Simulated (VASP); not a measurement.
# Sn3Se2S (Cmcm) in VASP: single point with PBE

Aim: the single point of Sn3Se2S with PBE.

Program: VASP 6.6.1. These are calculated values, not measurements. Logs are shortened: lines on timing, memory, paths and dates and some standing lists are left out, and cuts for length are marked.

### 1 The cell of the first run

Symmetry: Cmcm, No. 63, orthorhombic system. The conventional cell has a = 12.707 Å, b = 12.011 Å, c = 4.241 Å, α = 90.00°, β = 90.00°, γ = 90.00°. Within 3.6 Å of Sn (site symmetry m) lie 3 Se at 2.73 to 3.03 Å and 2 S at 2.96 Å. Sn (site symmetry m2m) has 1 S at 2.60 Å and 4 Se at 3.03 Å within 3.4 Å. Se (site symmetry m) has 5 Sn at 2.73 to 3.03 Å within 3.6 Å. Within 3.4 Å of S (site symmetry m2m) lie 5 Sn at 2.60 to 2.96 Å.

### 2 Single point, PBE

Contents of INCAR:

```
PREC = Accurate ; ENCUT = 500
EDIFF = 1E-6 ; ISMEAR = 0
SIGMA = 0.02 ; LREAL = F
LASPH = T ; NELM = 120
ALGO = Normal ; ISIF = 2
LWAVE = F ; LCHARG = F
GGA = PE ; NBANDS = 72
GGA_COMPAT = F
```

Contents of KPOINTS:

```
Automatic mesh
0
Gamma
  4 4 6
```

Contents of POSCAR:

```
Sn3Se2S
1.0
    6.3533818977     -6.0053771684      0.0000000000
    6.3533818977      6.0053771684      0.0000000000
    0.0000000000      0.0000000000      4.2411912395
Sn Se S
6 4 2
Direct
    0.7908573976      0.5297620255      0.2500000000
    0.4702379745      0.2091426024      0.2500000000
    0.1272591311      0.8727408689      0.2500000000
    0.5297620255      0.7908573976      0.7500000000
    0.2091426024      0.4702379745      0.7500000000
    0.8727408689      0.1272591311      0.7500000000
    0.0275516031      0.3116450455      0.2500000000
    0.6883549545      0.9724483969      0.2500000000
    0.3116450455      0.0275516031      0.7500000000
    0.9724483969      0.6883549545      0.7500000000
    0.3438963762      0.6561036238      0.2500000000
    0.6561036238      0.3438963762      0.7500000000
```

Potentials or basis: VASP PAW PBE potentials, release 64 (Sn_d, Se, S).

Launch:

```bash
$ cat potpaw_PBE.64/Sn_d/POTCAR potpaw_PBE.64/Se/POTCAR potpaw_PBE.64/S/POTCAR > POTCAR
$ mpirun -np 1 vasp_std > vasp.out
```

OUTCAR:

```text
PREC = Accurate
   ENCUT = 500
   EDIFF = 1E-6
   ISMEAR = 0
   LREAL = F
   LASPH = T
   NELM = 120
   ISIF = 2
   GGA = PE

 ion  position               nearest neighbor table
   1  0.791  0.530  0.250-   7 2.73  12 2.96  12 2.96  10 3.03  10 3.03
   2  0.470  0.209  0.250-   8 2.73  12 2.96  12 2.96   9 3.03   9 3.03
   3  0.127  0.873  0.250-  11 2.60  10 3.03   9 3.03   9 3.03  10 3.03   6 3.72   6 3.72
   4  0.530  0.791  0.750-   9 2.73  11 2.96  11 2.96   8 3.03   8 3.03
   5  0.209  0.470  0.750-  10 2.73  11 2.96  11 2.96   7 3.03   7 3.03
   6  0.873  0.127  0.750-  12 2.60   8 3.03   7 3.03   7 3.03   8 3.03   3 3.72   3 3.72
   7  0.028  0.312  0.250-   1 2.73   6 3.03   6 3.03   5 3.03   5 3.03
   8  0.688  0.972  0.250-   2 2.73   6 3.03   6 3.03   4 3.03   4 3.03
   9  0.312  0.028  0.750-   4 2.73   3 3.03   3 3.03   2 3.03   2 3.03
  10  0.972  0.688  0.750-   5 2.73   3 3.03   3 3.03   1 3.03   1 3.03
  11  0.344  0.656  0.250-   3 2.60   4 2.96   5 2.96   4 2.96   5 2.96
  12  0.656  0.344  0.750-   6 2.60   2 2.96   1 2.96   1 2.96   2 2.96

  LATTYP: Found a base centered orthorhombic cell.
 ALAT       =    12.0107543368
 B/A-ratio  =     1.0579488548
 C/A-ratio  =     0.3531161425

  Lattice vectors:

 A1 = (  -6.3533818977,  -6.0053771684,   0.0000000000)
 A2 = (   6.3533818977,  -6.0053771684,   0.0000000000)
 A3 = (   0.0000000000,   0.0000000000,   4.2411912395)

Analysis of symmetry for initial positions (statically):
=====================================================================
 Subroutine PRICEL returns:
 Original cell was already a primitive cell.

 Routine SETGRP: Setting up the symmetry group for a
 base centered orthorhombic supercell.

 Subroutine GETGRP returns: Found  8 space group operations
 (whereof  4 operations were pure point group operations)
 out of a pool of  8 trial point group operations.

The static configuration has the point symmetry C_2h.
 The point group associated with its full space group is D_2h.

Analysis of symmetry for dynamics (positions and initial velocities):
=====================================================================
 Subroutine PRICEL returns:
 Original cell was already a primitive cell.

 Routine SETGRP: Setting up the symmetry group for a
 base centered orthorhombic supercell.

 Subroutine GETGRP returns: Found  8 space group operations
 (whereof  4 operations were pure point group operations)
 out of a pool of  8 trial point group operations.

The dynamic configuration has the point symmetry C_2h.
 The point group associated with its full space group is D_2h.

 Subroutine INISYM returns: Found  8 space group operations
 (whereof  4 operations are pure point group operations),
 and found     1 'primitive' translations

----------------------------------------------------------------------------------------

                                     Primitive cell

  volume of cell :     323.6407

  direct lattice vectors                    reciprocal lattice vectors
     6.353381898 -6.005377168  0.000000000     0.078698244 -0.083258717  0.000000000
     6.353381898  6.005377168  0.000000000     0.078698244  0.083258717  0.000000000
     0.000000000  0.000000000  4.241191239     0.000000000  0.000000000  0.235782813

  length of vectors
     8.742426235  8.742426235  4.241191239     0.114566259  0.114566259  0.235782813

  position of ions in fractional coordinates (direct lattice)
     0.790857398  0.529762025  0.250000000
     0.470237975  0.209142602  0.250000000
     0.127259131  0.872740869  0.250000000
     0.529762025  0.790857398  0.750000000
     0.209142602  0.470237975  0.750000000
     0.872740869  0.127259131  0.750000000
     0.027551603  0.311645046  0.250000000
     0.688354954  0.972448397  0.250000000
     0.311645046  0.027551603  0.750000000
     0.972448397  0.688354954  0.750000000
     0.343896376  0.656103624  0.250000000
     0.656103624  0.343896376  0.750000000

  ion indices of the primitive-cell ions
   primitive index   ion index
                 1           1
                 2           2
                 3           3
                 4           4
                 5           5
                 6           6
                 7           7
                 8           8
                 9           9
                10          10
                11          11
                12          12

----------------------------------------------------------------------------------------

 KPOINTS: Automatic mesh

Automatic generation of k-mesh.
 Grid dimensions read from file:
 generate k-points for:    4    4    6

 Generating k-lattice:

  Cartesian coordinates                     Fractional coordinates (reciprocal lattice)
     0.019674561 -0.020814679  0.000000000     0.250000000  0.000000000  0.000000000
     0.019674561  0.020814679  0.000000000     0.000000000  0.250000000  0.000000000
     0.000000000  0.000000000  0.039297135     0.000000000  0.000000000  0.166666667

  Length of vectors
     0.028641565  0.028641565  0.039297135

  Shift w.r.t. Gamma in fractional coordinates (k-lattice)
     0.000000000  0.000000000  0.000000000

 Subroutine IBZKPT returns following result:
 ===========================================

 Found     28 irreducible k-points:

 Following reciprocal coordinates:
            Coordinates               Weight
  0.000000  0.000000  0.000000      1.000000
  0.250000  0.000000  0.000000      4.000000
  0.500000  0.000000  0.000000      2.000000
  0.250000  0.250000  0.000000      2.000000
  0.500000  0.250000  0.000000      4.000000
 -0.250000  0.250000  0.000000      2.000000
[... 16 lines left out ...]
  0.250000  0.000000  0.500000      4.000000
  0.500000  0.000000  0.500000      2.000000
 [... further k-points ...]
   k-points           NKPTS =     28   k-points in BZ     NKDIM =     28   number of bands    NBANDS=     72
   number of dos      NEDOS =    301   number of ions     NIONS =     12
   total plane-waves  NPLWV = 131072
   dimension x,y,z NGX =    64 NGY =   64 NGZ =   32
   dimension x,y,z NGXF=   128 NGYF=  128 NGZF=   64
   ions per type =               6   4   2
   NGX,Y,Z   is equivalent  to a cutoff of  12.17, 12.17, 12.54 a.u.
   NGXF,Y,Z  is equivalent  to a cutoff of  24.34, 24.34, 25.09 a.u.
 SYSTEM =  unknown system
   PREC   = accura    normal or accurate (medium, high low for compatibility)
   ISTART =      0    job   : 0-new  1-cont  2-samecut
   ICHARG =      2    charge: 1-file 2-atom 10-const
   ISPIN  =      1    spin polarized calculation?
   LNONCOLLINEAR =      F non collinear calculations
   LSORBIT =      F    spin-orbit coupling
   LASPH  =      T    aspherical Exc in radial PAW
   ENCUT  =  500.0 eV  36.75 Ry    6.06 a.u.  15.94 15.94  7.73*2*pi/ulx,y,z
   NELM   =    120;   NELMIN=  2; NELMDL= -5     # of ELM steps
   EDIFF  = 0.1E-05   stopping-criterion for ELM
   LREAL  =      F    real-space projection
   EDIFFG = 0.1E-04   stopping-criterion for IOM
   NSW    =      0    number of steps for IOM
   IBRION =     -1    ionic relax: 0-MD 1-quasi-New 2-CG
   NFREE  =      0    steps in history (QN), initial steepest desc. (CG)
   ISIF   =      2    stress and relaxation
   ISYM   =      2    0-nonsym 1-usesym 2-fastsym
   POTIM  = 0.5000    time-step for ionic-motion
   TEBEG  =    0.0;   TEEND  =   0.0 temperature during run
   PSTRESS=    0.0 pullay stress
   NELECT =     120.0000    total number of electrons
   NUPDOWN=      -1.0000    fix difference up-down
   EMIN   =  10.00;   EMAX   =-10.00  energy-range for DOS
   EFERMI =   0.00;   METHOD = LEGACY
   ISMEAR =     0;   SIGMA  =   0.02  broadening in eV -4-tet -1-fermi 0-gaus
   EFERMI_NEDOS =   21; number of points for ismear=-14 and -15
   IALGO  =     38    algorithm
   IMIX   =      4    mixing-type and parameters
     AMIX     =   0.40;   BMIX     =  1.00
     AMIX_MAG =   1.60;   BMIX_MAG =  1.00
  volume/ion in A,a.u.               =      26.97       182.00
  Fermi-wavevector in a.u.,A,eV,Ry     =   1.176109  2.222524 18.820017  1.383232
  Thomas-Fermi vector in A             =   2.312478
   LORBIT       =      0    0 simple, 1 ext, 2 COOP (PROOUT), +10 PAW based schemes
   GGA     = PE    functional components
   LHFCALC =     F    Hartree Fock is set to
   AEXX    =    0.0000 exact exchange contribution
   IVDW    =     0    specifies the selected vdW correction
   LEPSILON=     F    determine dielectric tensor
   LRPA    =     F    only Hartree local field effects (RPA)
 non-spin polarized calculation
 Gauss-broadening in eV      SIGMA  =   0.02
  energy-cutoff  :      500.00
  volume of cell :      323.64
 maximum number of plane-waves:      8246
   NGX = 31   NGY = 31   NGZ = 15

 number of electron     120.0000000 magnetization

 Free energy of the ion-electron system (eV)
  ---------------------------------------------------
  ext. energy  EPLUGINS =         0.00000000
  ---------------------------------------------------
  free energy    TOTEN  =       -50.39951298 eV

  energy without entropy =      -50.39951298  energy(sigma->0) =      -50.39951298

 E-fermi :   5.4176     XC(G=0):  -9.5492

 val. band max:        5.2993965678   @ k =   0.5000   0.5000   0.3333
 cond. band min:       5.6601262364   @ k =   0.5000   0.5000   0.0000
 fundamental gap:      0.3607296686
 Fermi energy:         5.4175933723

 k-point     1 :       0.0000    0.0000    0.0000
  band No.  band energies     occupation
      1     -16.1295      2.00000
      2     -16.1289      2.00000
      3     -16.1249      2.00000
      4     -16.1222      2.00000
      5     -16.1209      2.00000
      6     -16.1193      2.00000
[... 64 lines left out ...]
     71       8.9060      0.00000
     72       9.3081      0.00000
[... 1723 lines left out ...]
     71       9.3098      0.00000
     72       9.3424      0.00000

 [... further k-points ...]

------------------------ aborting loop because EDIFF is reached ----------------------------------------

  FORCE on cell =-STRESS in cart. coord.  units (eV):
  Direction    XX          YY          ZZ          XY          YZ          ZX
  --------------------------------------------------------------------------------------
  -------------------------------------------------------------------------------------
  Total       -0.0205802     -0.0150979     -0.0275048      0.0000000     -0.0000000      0.0000000
  in kB       -0.1018819     -0.0747421     -0.1361622      0.0000000     -0.0000000      0.0000000
  external PRESSURE =      -0.1042621 kB  Pullay stress =       0.0000000 kB

 VOLUME and BASIS-vectors are now :
 -----------------------------------------------------------------------------
  energy-cutoff  :      500.00
  volume of cell :      323.64
      direct lattice vectors                 reciprocal lattice vectors
     6.353381898 -6.005377168  0.000000000     0.078698244 -0.083258717  0.000000000
     6.353381898  6.005377168  0.000000000     0.078698244  0.083258717  0.000000000
     0.000000000  0.000000000  4.241191239     0.000000000  0.000000000  0.235782813

 POSITION                                       TOTAL-FORCE (eV/Angst)
 -----------------------------------------------------------------------------------
      8.39040     -1.56798      1.06030        -0.004665      0.009348      0.000000
      4.31636     -1.56798      1.06030         0.004665      0.009348     -0.000000
      6.35338      4.47690      1.06030        -0.000000     -0.008235     -0.000000
      8.39040      1.56798      3.18089        -0.004665     -0.009348      0.000000
      4.31636      1.56798      3.18089         0.004665     -0.009348     -0.000000
      6.35338     -4.47690      3.18089        -0.000000      0.008235      0.000000
      2.15505      1.70609      1.06030         0.001137     -0.008834      0.000000
     10.55172      1.70609      1.06030        -0.001137     -0.008834     -0.000000
      2.15505     -1.70609      3.18089         0.001137      0.008834      0.000000
     10.55172     -1.70609      3.18089        -0.001137      0.008834     -0.000000
      6.35338      1.87492      1.06030        -0.000000     -0.008173     -0.000000
      6.35338     -1.87492      3.18089        -0.000000      0.008173     -0.000000
 -----------------------------------------------------------------------------------
    total drift:                                0.000000     -0.000000     -0.000000

  FREE ENERGIE OF THE ION-ELECTRON SYSTEM (eV)
  ---------------------------------------------------
  free  energy   TOTEN  =       -50.3995129845 eV

  energy  without entropy=      -50.3995129845  energy(sigma->0) =      -50.39951298
```

Wall time 22 min (1 thread of Intel Xeon 8259CL, shared host); peak memory 0.64 GiB.

Results:

```
Free energy            : -50.3995 eV
Pressure               : 0.0 GPa
Largest force          : 0.010 eV/Å
Band gap on the k mesh : 0.36 eV (least direct gap 0.58 eV)
```

Forces in eV/Å, atoms in the order of the input:
```
Sn  -0.005  0.009  0.000
Sn   0.005  0.009  0.000
Sn   0.000 -0.008  0.000
Sn  -0.005 -0.009  0.000
Sn   0.005 -0.009  0.000
Sn   0.000  0.008  0.000
Se   0.001 -0.009  0.000
Se  -0.001 -0.009  0.000
Se   0.001  0.009  0.000
Se  -0.001  0.009  0.000
S    0.000 -0.008  0.000
S    0.000  0.008  0.000
```

Caveat: semilocal functionals underestimate gaps, and a narrow one can read as zero; spin-orbit coupling is left out, which moves the levels of the heavy elements.
